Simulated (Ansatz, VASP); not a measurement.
# NaI in VASP and in Ansatz

```
Na I
1.0
     0.03236    3.25258    3.25258
     3.25258    0.03236    3.25258
     3.25258    3.25258    0.03236
Na I
1 1
Direct
  0.00000 0.00000 0.00000
  0.50000 0.50000 0.50000
```

Change from the starting cell: equal xy, yz and zx shear strains of +1 %, crystal datasets.

Alike in both runs: task electric field gradients; functional LDA; k mesh 8 × 8 × 8; occupations fermi-dirac, width 0.02 eV; no spin polarisation.

```csv
,VASP,Ansatz
version,VASP 6.6.1,Ansatz 0.2.0
potentials or method,"VASP PAW LDA potentials, release 64 (Na_pv, I), cutoff 520 eV","all-electron PAW with datasets made for the crystal, scalar-relativistic"
```

|  | VASP | Ansatz | Ansatz less VASP |
| --- | --- | --- | --- |
| gap on the k mesh at the Fermi level (eV) | 3.32 | 3.31 | -0.013 |
| pressure (GPa) | -1.6 | -1.6 | -0.01 |
| traceless stress, the component that is largest in VASP (GPa) | -0.07 | -0.07 | 0.000 |
| size of Vzz on the site where it differs most (V/Å²) | 9.3 | 9.6 | +0.32 |

LDA's correlation is that of Perdew and Zunger in VASP and of Perdew and Wang (1992) in Ansatz. Ansatz ran all-electron here, and VASP with PAW potentials.

Neither program's run includes spin-orbit coupling.
